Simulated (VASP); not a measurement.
# BaTe (P4/mmm) in VASP: further runs, part 2 of 2

VASP 6.6.1.

## (3) Single point, LDA (strain -0.0250 x Voigt [0, 0, 1, 0, 0, 0])

File INCAR:

```
PREC = Accurate
ENCUT = 520
EDIFF = 1E-6
ISMEAR = 0
SIGMA = 0.05
LREAL = False
LASPH = True
NELM = 80
ALGO = Normal
ISIF = 2
LWAVE = False
LCHARG = False
NBANDS = 15
```

File KPOINTS:

```
Automatic mesh
0
Gamma
  8 8 8
```

File POSCAR:

```
BaTe
1.0
    4.1166807260      0.0000000000      0.0000000000
    0.0000000000      4.1166807260      0.0000000000
    0.0000000000      0.0000000000      4.0137637078
Ba Te
1 1
Direct
    0.0000000000      0.0000000000      0.0000000000
    0.5000000000      0.5000000000      0.5000000000
```

Potentials or basis: VASP PAW LDA potentials, release 64 (Ba_sv, Te).

Command:

```console
$ cat potpaw_LDA.64/Ba_sv/POTCAR potpaw_LDA.64/Te/POTCAR > POTCAR
$ mpirun -np 1 vasp_std > vasp.out
```

OUTCAR:

```text
PREC = Accurate
   ENCUT = 520
   EDIFF = 1E-6
   ISMEAR = 0
   LREAL = False
   LASPH = True
   NELM = 80
   ISIF = 2

 ion  position               nearest neighbor table
   1  0.000  0.000  0.000-   2 3.54   2 3.54   2 3.54   2 3.54   2 3.54   2 3.54   2 3.54   2 3.54

   2  0.500  0.500  0.500-   1 3.54   1 3.54   1 3.54   1 3.54   1 3.54   1 3.54   1 3.54   1 3.54

  LATTYP: Found a simple tetragonal cell.
 ALAT       =     4.1166807260
 C/A-ratio  =     0.9750000000

  Lattice vectors:

 A1 = (   4.1166807260,   0.0000000000,   0.0000000000)
 A2 = (   0.0000000000,   4.1166807260,   0.0000000000)
 A3 = (   0.0000000000,   0.0000000000,   4.0137637078)

Analysis of symmetry for initial positions (statically):
=====================================================================
 Subroutine PRICEL returns:
 Original cell was already a primitive cell.

 Routine SETGRP: Setting up the symmetry group for a
 simple tetragonal supercell.

 Subroutine GETGRP returns: Found 16 space group operations
 (whereof 16 operations were pure point group operations)
 out of a pool of 16 trial point group operations.

The static configuration has the point symmetry D_4h.

Analysis of symmetry for dynamics (positions and initial velocities):
=====================================================================
 Subroutine PRICEL returns:
 Original cell was already a primitive cell.

 Routine SETGRP: Setting up the symmetry group for a
 simple tetragonal supercell.

 Subroutine GETGRP returns: Found 16 space group operations
 (whereof 16 operations were pure point group operations)
 out of a pool of 16 trial point group operations.

The dynamic configuration has the point symmetry D_4h.

 Subroutine INISYM returns: Found 16 space group operations
 (whereof 16 operations are pure point group operations),
 and found     1 'primitive' translations

----------------------------------------------------------------------------------------

                                     Primitive cell

  volume of cell :      68.0215

  direct lattice vectors                    reciprocal lattice vectors
     4.116680726  0.000000000  0.000000000     0.242914150  0.000000000  0.000000000
     0.000000000  4.116680726  0.000000000     0.000000000  0.242914150  0.000000000
     0.000000000  0.000000000  4.013763708     0.000000000  0.000000000  0.249142718

  length of vectors
     4.116680726  4.116680726  4.013763708     0.242914150  0.242914150  0.249142718

  position of ions in fractional coordinates (direct lattice)
     0.000000000  0.000000000  0.000000000
     0.500000000  0.500000000  0.500000000

  ion indices of the primitive-cell ions
   primitive index   ion index
                 1           1
                 2           2

----------------------------------------------------------------------------------------

 KPOINTS: Automatic mesh

Automatic generation of k-mesh.
 Grid dimensions read from file:
 generate k-points for:    8    8    8

 Generating k-lattice:

  Cartesian coordinates                     Fractional coordinates (reciprocal lattice)
     0.030364269  0.000000000  0.000000000     0.125000000  0.000000000  0.000000000
     0.000000000  0.030364269  0.000000000     0.000000000  0.125000000  0.000000000
[... 42 lines left out ...]
   total plane-waves  NPLWV =  30720
   dimension x,y,z NGX =    32 NGY =   32 NGZ =   30
   dimension x,y,z NGXF=    64 NGYF=   64 NGZF=   60
   ions per type =               1   1
   NGX,Y,Z   is equivalent  to a cutoff of  12.92, 12.92, 12.43 a.u.
   NGXF,Y,Z  is equivalent  to a cutoff of  25.85, 25.85, 24.85 a.u.
 SYSTEM =  unknown system
   PREC   = accura    normal or accurate (medium, high low for compatibility)
   ISTART =      0    job   : 0-new  1-cont  2-samecut
   ICHARG =      2    charge: 1-file 2-atom 10-const
   ISPIN  =      1    spin polarized calculation?
   LNONCOLLINEAR =      F non collinear calculations
   LSORBIT =      F    spin-orbit coupling
   LASPH  =      T    aspherical Exc in radial PAW
   ENCUT  =  520.0 eV  38.22 Ry    6.18 a.u.   7.65  7.65  7.46*2*pi/ulx,y,z
   NELM   =     80;   NELMIN=  2; NELMDL= -5     # of ELM steps
   EDIFF  = 0.1E-05   stopping-criterion for ELM
   LREAL  =      F    real-space projection
   EDIFFG = 0.1E-04   stopping-criterion for IOM
   NSW    =      0    number of steps for IOM
   IBRION =     -1    ionic relax: 0-MD 1-quasi-New 2-CG
   NFREE  =      0    steps in history (QN), initial steepest desc. (CG)
   ISIF   =      2    stress and relaxation
   ISYM   =      2    0-nonsym 1-usesym 2-fastsym
   POTIM  = 0.5000    time-step for ionic-motion
   TEBEG  =    0.0;   TEEND  =   0.0 temperature during run
   PSTRESS=    0.0 pullay stress
   NELECT =      16.0000    total number of electrons
   NUPDOWN=      -1.0000    fix difference up-down
   EMIN   =  10.00;   EMAX   =-10.00  energy-range for DOS
   EFERMI =   0.00;   METHOD = LEGACY
   ISMEAR =     0;   SIGMA  =   0.05  broadening in eV -4-tet -1-fermi 0-gaus
   EFERMI_NEDOS =   21; number of points for ismear=-14 and -15
   IALGO  =     38    algorithm
   IMIX   =      4    mixing-type and parameters
     AMIX     =   0.40;   BMIX     =  1.00
     AMIX_MAG =   1.60;   BMIX_MAG =  1.00
  volume/ion in A,a.u.               =      34.01       229.52
  Fermi-wavevector in a.u.,A,eV,Ry     =   1.010569  1.909699 13.894954  1.021250
  Thomas-Fermi vector in A             =   2.143566
   LORBIT       =      0    0 simple, 1 ext, 2 COOP (PROOUT), +10 PAW based schemes
   GGA     = CA    functional components
   LHFCALC =     F    Hartree Fock is set to
   AEXX    =    0.0000 exact exchange contribution
   IVDW    =     0    specifies the selected vdW correction
   LEPSILON=     F    determine dielectric tensor
   LRPA    =     F    only Hartree local field effects (RPA)
 non-spin polarized calculation
 Gauss-broadening in eV      SIGMA  =   0.05
  energy-cutoff  :      520.00
  volume of cell :       68.02
 maximum number of plane-waves:      1862
 NGX is ok and might be reduce to    32
   NGX = 15   NGY = 15   NGZ = 15

 number of electron      16.0000000 magnetization

 Free energy of the ion-electron system (eV)
  ---------------------------------------------------
  ext. energy  EPLUGINS =         0.00000000
  ---------------------------------------------------
  free energy    TOTEN  =        -9.35469788 eV

  energy without entropy =       -9.35468673  energy(sigma->0) =       -9.35469231

 E-fermi :   4.9017     XC(G=0):  -9.5911

 val. band max:        4.8257425731   @ k =   0.5000   0.5000   0.0000
 cond. band min:       4.9790048560   @ k =   0.0000   0.0000   0.0000
 fundamental gap:      0.1532622828
 Fermi energy:         4.9017411654

 k-point     1 :       0.0000    0.0000    0.0000
  band No.  band energies     occupation
      1     -23.2011      2.00000
      2      -8.2432      2.00000
      3      -8.2432      2.00000
      4      -8.1982      2.00000
      5      -6.1954      2.00000
      6       4.2306      2.00000
      7       4.2306      2.00000
      8       4.4744      2.00000
      9       4.9790      0.02886
     10       5.0077      0.00273
     11       7.6052      0.00000
     12       9.3201      0.00000
     13       9.5342      0.00000
     14       9.5342      0.00000
[... 401 lines left out ...]
      2      -9.0554      2.00000
      3      -8.2513      2.00000
      4      -8.2181      2.00000
      5      -5.1368      2.00000
      6       1.1556      2.00000
      7       3.0520      2.00000
      8       3.8349      2.00000
      9       6.2316      0.00000
     10       8.3591      0.00000
     11       8.6052      0.00000
     12      10.1351      0.00000
     13      10.3347      0.00000
     14      11.0119      0.00000
     15      11.3847      0.00000

 [... further k-points ...]

------------------------ aborting loop because EDIFF is reached ----------------------------------------

  FORCE on cell =-STRESS in cart. coord.  units (eV):
  Direction    XX          YY          ZZ          XY          YZ          ZX
  --------------------------------------------------------------------------------------
  -------------------------------------------------------------------------------------
  Total        0.4977944      0.4977944      1.3576752      0.0000000      0.0000000     -0.0000000
  in kB       11.7250414     11.7250414     31.9786635      0.0000000      0.0000000     -0.0000000
  external PRESSURE =      18.4762488 kB  Pullay stress =       0.0000000 kB

 VOLUME and BASIS-vectors are now :
 -----------------------------------------------------------------------------
  energy-cutoff  :      520.00
  volume of cell :       68.02
      direct lattice vectors                 reciprocal lattice vectors
     4.116680726  0.000000000  0.000000000     0.242914150  0.000000000  0.000000000
     0.000000000  4.116680726  0.000000000     0.000000000  0.242914150  0.000000000
     0.000000000  0.000000000  4.013763708     0.000000000  0.000000000  0.249142718

 POSITION                                       TOTAL-FORCE (eV/Angst)
 -----------------------------------------------------------------------------------
      0.00000      0.00000      0.00000         0.000000      0.000000      0.000000
      2.05834      2.05834      2.00688         0.000000      0.000000      0.000000
 -----------------------------------------------------------------------------------
    total drift:                                0.000000      0.000000     -0.000000

  FREE ENERGIE OF THE ION-ELECTRON SYSTEM (eV)
  ---------------------------------------------------
  free  energy   TOTEN  =        -9.3546978775 eV

  energy  without entropy=       -9.3546867333  energy(sigma->0) =       -9.35469231
```

OSZICAR:

```text
N       E                     dE             d eps       ncg     rms          rms(c)
DAV:   1     0.791282406631E+02    0.79128E+02   -0.66278E+03  2250   0.924E+02
DAV:   2    -0.499338399777E+01   -0.84122E+02   -0.77461E+02  3078   0.161E+02
DAV:   3    -0.938566388193E+01   -0.43923E+01   -0.43518E+01  3056   0.380E+01
DAV:   4    -0.947970015375E+01   -0.94036E-01   -0.94021E-01  2890   0.585E+00
DAV:   5    -0.948198084824E+01   -0.22807E-02   -0.22807E-02  3212   0.743E-01    0.451E+00
DAV:   6    -0.937553372974E+01    0.10645E+00   -0.79388E-02  2629   0.182E+00    0.283E+00
DAV:   7    -0.935588465224E+01    0.19649E-01   -0.72093E-02  2937   0.162E+00    0.640E-01
DAV:   8    -0.935475495683E+01    0.11297E-02   -0.12947E-02  2397   0.661E-01    0.167E-01
DAV:   9    -0.935475399729E+01    0.95953E-06   -0.76497E-04  2705   0.191E-01    0.676E-02
DAV:  10    -0.935470362018E+01    0.50377E-04   -0.10124E-04  2782   0.749E-02    0.237E-02
DAV:  11    -0.935469714284E+01    0.64773E-05   -0.74924E-05  2663   0.444E-02    0.160E-02
DAV:  12    -0.935469787750E+01   -0.73466E-06   -0.84983E-06  2698   0.147E-02
   1 F= -.93546979E+01 E0= -.93546923E+01  d E =-.111442E-04
```

It took 43 s on 1 thread of AMD EPYC 7R13 (Zen 3), shared host; peak memory 0.18 GiB.

What came out:

* Free energy: -9.3547 eV
* Pressure: 1.8 GPa
* Band gap on the k mesh: 0.15 eV, indirect (least direct gap 0.49 eV)

Levels at points of the mesh, in eV from the valence-band top:
| k point | band 5 | band 6 | band 7 | band 8 | band 9 | band 10 | band 11 | band 12 |
| --- | --- | --- | --- | --- | --- | --- | --- | --- |
| (0.00, 0.00, 0.00) | -11.02 | -0.60 | -0.60 | -0.35 | 0.15 | 0.18 | 2.78 | 4.49 |
| (0.50, 0.00, 0.00) | -9.86 | -4.06 | -1.37 | -1.05 | 1.04 | 4.50 | 5.09 | 5.15 |
| (0.50, 0.50, 0.00) | -10.39 | -2.37 | -2.37 | 0.00 | 0.49 | 2.65 | 2.85 | 2.85 |
| (0.00, 0.00, 0.50) | -9.83 | -4.07 | -1.31 | -1.31 | 1.14 | 4.46 | 5.02 | 5.40 |
| (0.50, 0.00, 0.50) | -10.31 | -2.44 | -2.33 | -0.22 | 0.59 | 2.34 | 2.53 | 2.66 |
| (0.50, 0.50, 0.50) | -9.81 | -3.65 | -3.63 | -3.63 | 4.93 | 4.93 | 5.10 | 6.75 |

Caveat: the cell differs from its parent crystal (strain -0.0250 x Voigt [0, 0, 1, 0, 0, 0]); spin-orbit coupling is left out, which moves the levels of the heavy elements. A k mesh can miss the band edges.

## (4) Single point, LDA (strain +0.0250 x Voigt [0, 0, 1, 0, 0, 0])

File INCAR:

```
ALGO = Normal
EDIFF = 1E-7
ENCUT = 520
ISIF = 2
ISMEAR = 0
LASPH = T
LCHARG = T
LELF = T
LREAL = F
LVHAR = T
LWAVE = F
NBANDS = 15
NELM = 80
PREC = Accurate
SIGMA = 0.05
```

File KPOINTS:

```
k-points
0
Gamma
  8 8 8
```

Edit POSCAR of step 3 so:

```diff
@@ -4,3 +4,3 @@
     0.0000000000      4.1166807260      0.0000000000
-    0.0000000000      0.0000000000      4.0137637078
+    0.0000000000      0.0000000000      4.2195977442
 Ba Te
```

Potentials or basis: VASP PAW LDA potentials, release 64 (Ba_sv, Te).

Command:

```console
$ cat potpaw_LDA.64/Ba_sv/POTCAR potpaw_LDA.64/Te/POTCAR > POTCAR
$ mpirun -np 1 vasp_std > vasp.out
```

OUTCAR:

```text
EDIFF = 1E-7
   ENCUT = 520
   ISIF = 2
   ISMEAR = 0
   LASPH = T
   LREAL = F
   NELM = 80
   PREC = Accurate

 ion  position               nearest neighbor table
   1  0.000  0.000  0.000-   2 3.60   2 3.60   2 3.60   2 3.60   2 3.60   2 3.60   2 3.60   2 3.60

   2  0.500  0.500  0.500-   1 3.60   1 3.60   1 3.60   1 3.60   1 3.60   1 3.60   1 3.60   1 3.60

  LATTYP: Found a simple tetragonal cell.
 ALAT       =     4.1166807260
 C/A-ratio  =     1.0250000000

  Lattice vectors:

 A1 = (   4.1166807260,   0.0000000000,   0.0000000000)
 A2 = (   0.0000000000,   4.1166807260,   0.0000000000)
 A3 = (   0.0000000000,   0.0000000000,   4.2195977442)

Analysis of symmetry for initial positions (statically):
=====================================================================
 Subroutine PRICEL returns:
 Original cell was already a primitive cell.

 Routine SETGRP: Setting up the symmetry group for a
 simple tetragonal supercell.

 Subroutine GETGRP returns: Found 16 space group operations
 (whereof 16 operations were pure point group operations)
[... 178 lines left out ...]
      5      -6.4387      2.00000
      6       3.7313      2.00000
      7       3.9529      2.00000
      8       3.9529      2.00000
      9       4.6932      0.00000
     10       4.7251      0.00000
     11       6.8564      0.00000
     12       8.8640      0.00000
     13       8.8640      0.00000
     14       9.0477      0.00000
[... 401 lines left out ...]
      2      -9.4394      2.00000
      3      -8.7332      2.00000
      4      -8.7103      2.00000
      5      -5.5163      2.00000
      6       0.8788      2.00000
      7       2.7105      2.00000
      8       3.4139      2.00000
      9       5.9147      0.00000
     10       7.8446      0.00000
     11       7.9332      0.00000
     12       9.6204      0.00000
     13       9.7756      0.00000
     14      10.2896      0.00000
     15      10.7038      0.00000

 [... further k-points ...]

------------------------ aborting loop because EDIFF is reached ----------------------------------------

  FORCE on cell =-STRESS in cart. coord.  units (eV):
  Direction    XX          YY          ZZ          XY          YZ          ZX
  --------------------------------------------------------------------------------------
  -------------------------------------------------------------------------------------
  Total        0.1390032      0.1390032     -0.6943286      0.0000000      0.0000000      0.0000000
  in kB        3.1143690      3.1143690    -15.5564400      0.0000000      0.0000000      0.0000000
  external PRESSURE =      -3.1092340 kB  Pullay stress =       0.0000000 kB

 VOLUME and BASIS-vectors are now :
 -----------------------------------------------------------------------------
  energy-cutoff  :      520.00
  volume of cell :       71.51
      direct lattice vectors                 reciprocal lattice vectors
     4.116680726  0.000000000  0.000000000     0.242914150  0.000000000  0.000000000
     0.000000000  4.116680726  0.000000000     0.000000000  0.242914150  0.000000000
     0.000000000  0.000000000  4.219597744     0.000000000  0.000000000  0.236989415

 POSITION                                       TOTAL-FORCE (eV/Angst)
 -----------------------------------------------------------------------------------
      0.00000      0.00000      0.00000         0.000000      0.000000      0.000000
      2.05834      2.05834      2.10980         0.000000      0.000000      0.000000
 -----------------------------------------------------------------------------------
    total drift:                                0.000000      0.000000     -0.000000

  FREE ENERGIE OF THE ION-ELECTRON SYSTEM (eV)
  ---------------------------------------------------
  free  energy   TOTEN  =        -9.3706840895 eV

  energy  without entropy=       -9.3706840894  energy(sigma->0) =       -9.37068409
```

Wall time 59 s (1 thread of AMD EPYC 7R13 (Zen 3), shared host); peak memory 0.18 GiB.

What came out:

| Property | Result |
| --- | --- |
| Free energy | -9.3707 eV |
| Pressure | -0.3 GPa |
| Band gap on the k mesh | 0.37 eV, indirect (least direct gap 0.66 eV) |

Caveat: the cell differs from its parent crystal (strain +0.0250 x Voigt [0, 0, 1, 0, 0, 0]); spin-orbit coupling is left out, which moves the levels of the heavy elements.

## (5) Single point, LDA (strain +0.0500 x Voigt [0, 0, 1, 0, 0, 0])

File INCAR:

```
  ALGO = Normal
  EDIFF = 1E-6
  ENCUT = 520
  ISIF = 2
  ISMEAR = 0
  LASPH = T
  LCHARG = T
  LELF = T
  LREAL = F
  LVHAR = T
  LWAVE = F
  NBANDS = 15
  NELM = 100
  PREC = Accurate
  SIGMA = 0.05
```

KPOINTS is that of step 4.

Edit POSCAR of step 4 so:

```diff
@@ -4,3 +4,3 @@
     0.0000000000      4.1166807260      0.0000000000
-    0.0000000000      0.0000000000      4.2195977442
+    0.0000000000      0.0000000000      4.3225147623
 Ba Te
```

Command:

```console
$ cat potpaw_LDA.64/Ba_sv/POTCAR potpaw_LDA.64/Te/POTCAR > POTCAR
$ mpirun -np 1 vasp_std > vasp.out
```

Wall time 78 s (1 thread of AMD EPYC 7R13 (Zen 3), shared host); peak memory 0.18 GiB.

It converged, with:

```
Free energy            : -9.3425 eV
Pressure               : -1.2 GPa
Band gap on the k mesh : 0.33 eV, indirect (least direct gap 0.58 eV)
```

Stress tensor (GPa, compression positive):
```
 0.01  0.00  0.00
 0.00  0.01  0.00
 0.00  0.00 -3.58
```

Levels at points of the mesh, in eV from the valence-band top:
```
           k point  band 4  band 5  band 6  band 7  band 8  band 9  band 10  band 11  band 12  band 13
(0.00, 0.00, 0.00)  -13.13  -10.75   -0.79   -0.37   -0.37    0.33     0.40     2.34     4.37     4.37
(0.50, 0.00, 0.00)  -13.06   -9.82   -3.76   -1.43   -0.88    1.25     4.48     4.84     5.08     5.10
(0.50, 0.50, 0.00)  -13.05  -10.06   -2.27   -2.27   -0.38    0.78     1.99     2.42     2.42     6.50
(0.00, 0.00, 0.50)  -13.08   -9.87   -3.78   -0.98   -0.98    1.08     4.49     4.69     4.97     5.04
(0.50, 0.00, 0.50)  -13.03  -10.17   -2.35   -2.18    0.00    0.58     2.52     2.74     2.97     5.97
(0.50, 0.50, 0.50)  -13.38   -9.70   -3.29   -3.29   -3.27    4.54     4.79     4.79     6.22     6.26
```

Caveat: the cell differs from its parent crystal (strain +0.0500 x Voigt [0, 0, 1, 0, 0, 0]); spin-orbit coupling is left out, which moves the levels of the heavy elements. A k mesh can miss the band edges.

## (6) Overview

```tsv
cell	gap on the mesh (eV)	pressure (GPa)
a = 4.117, b = 4.117, c = 3.911 Å, 2 atoms	none	3.1
a = 4.117, b = 4.117, c = 4.014 Å, 2 atoms	0.15	1.8
a = 4.117, b = 4.117, c = 4.220 Å, 2 atoms	0.37	-0.3
a = 4.117, b = 4.117, c = 4.323 Å, 2 atoms	0.33	-1.2
```

Alike in all rows: task single point; level LDA; potentials or basis VASP PAW LDA potentials, release 64 (Ba_sv, Te); no spin polarisation; k mesh 8 × 8 × 8; cutoff (eV) 520; smearing gaussian 0.05 eV.

Caveats: spin-orbit coupling is left out, which moves the levels of the heavy elements.

Absolute energies hang on the potentials; compare differences alone.
